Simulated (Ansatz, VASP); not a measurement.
# MgSe: VASP beside Ansatz

```
Mg Se
1.0
     0.00000    2.73372    2.73372
     2.73372    0.00000    2.73372
     2.73372    2.73372    0.00000
Mg Se
1 1
Direct
  0.00000 0.00000 0.00000
  0.50000 0.50000 0.50000
```

Alike in both runs: task single point; functional PBE; k mesh 4 × 4 × 4; no spin polarisation.

```csv
,VASP,Ansatz
version,VASP 6.6.1,Ansatz 0.2.0
potentials or method,"VASP PAW PBE potentials, release 64 (Mg, Se), cutoff 600 eV","scalar-relativistic, plane waves, PAW"
occupations,"gaussian, width 0.01 eV",fixed
valence electrons in the cell,8,26
```

|  | VASP | Ansatz | Ansatz less VASP |
| --- | --- | --- | --- |
| gap on the k mesh at the Fermi level (eV) | 1.75 | 1.78 | +0.024 |
| least direct gap on the mesh (eV) | 2.52 | 2.53 | +0.011 |
| pressure (GPa) | 1.7 | 1.8 | +0.12 |

VASP's potentials hold 8 valence electrons a cell and Ansatz's 26, so a difference there can come from the potentials and not from the codes.

The k mesh is coarse, so the values compare programs but aren't converged.
